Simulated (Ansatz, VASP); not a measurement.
**Two plane-wave programs on HgP**

Contents of INCAR:

```
ALGO = Normal
EDIFF = 1E-6
ENCUT = 500
GGA = PS
GGA_COMPAT = False
ISIF = 2
ISMEAR = 0
LASPH = True
LCHARG = False
LREAL = False
LWAVE = False
NBANDS = 16
NELM = 120
PREC = Accurate
SIGMA = 0.05
```

Contents of KPOINTS:

```
k-points
0
Gamma
  10 10 10
```

File POSCAR:

```
HgP
1.0
    0.0000000000      2.8688956766      2.8688956766
    2.8688956766      0.0000000000      2.8688956766
    2.8688956766      2.8688956766      0.0000000000
Hg P
1 1
Direct
    0.0000000000      0.0000000000      0.0000000000
    0.2500000000      0.2500000000      0.2500000000
```

Input for Ansatz:

```yaml
crystal:
  lattice:
    - [0.0, 2.8688956766, 2.8688956766]
    - [2.8688956766, 0.0, 2.8688956766]
    - [2.8688956766, 2.8688956766, 0.0]
  atoms:
    - { symbol: Hg, position: [0.0, 0.0, 0.0] }
    - { symbol: P, position: [0.25, 0.25, 0.25] }
basis:
  ecutwfc: 420
  ecutrho_ratio: 4
kpoints:
  mp_grid: { grid: [10, 10, 10] }
hamiltonian:
  xc: pbesol
scf:
  occupations: { method: gaussian, width: 0.05 }
output:
  forces: true
  stress: true
  eigenvalues: true
```

Alike in both runs: task single point; functional PBEsol; k mesh 10 × 10 × 10; occupations gaussian, width 0.05 eV; no spin polarisation.

|  | VASP | Ansatz |
| --- | --- | --- |
| version | VASP 6.6.1 | Ansatz 0.2.0 |
| potentials or method | VASP PAW PBE potentials, release 64 (Hg, P), cutoff 500 eV | scalar-relativistic, plane waves, PAW |
| valence electrons in the cell | 17 | 25 |

|  | VASP | Ansatz | Ansatz less VASP |
| --- | --- | --- | --- |
| pressure (GPa) | 1.9 | 1.5 | -0.43 |

VASP's potentials were made for PBE, not for PBEsol. With one functional, cell and mesh, what is left measures potentials, basis and numerics. VASP's potentials hold 17 valence electrons a cell and Ansatz's 25, so a difference there can come from the potentials and not from the codes.

Spin-orbit coupling is off throughout.
